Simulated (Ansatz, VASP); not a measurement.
# Two plane-wave programs on Ba

```
Ba
1.0
    -2.53679    2.53679    2.53679
     2.53679   -2.53679    2.53679
     2.53679    2.53679   -2.53679
Ba
1
Direct
  0.00000 0.00000 0.00000
```

Alike in both runs: task single point; functional r2SCAN; k mesh 9 × 9 × 9; occupations methfessel-paxton of order 1, width 0.3 eV; no spin polarisation.

```csv
,VASP,Ansatz
version,VASP 6.6.1,Ansatz 0.2.0
potentials or method,"VASP PAW PBE potentials, release 64 (Ba_sv), cutoff 520 eV","plane waves (500 eV) with PAW, scalar-relativistic"
valence electrons in the cell,10,10
```

|  | VASP | Ansatz | Ansatz less VASP |
| --- | --- | --- | --- |
| pressure (GPa) | 0.0 | 0.0 | -0.04 |

VASP's potentials were made for PBE, not for r2SCAN. With one functional, cell and mesh, what is left measures potentials, basis and numerics.

Neither program's run includes spin-orbit coupling.
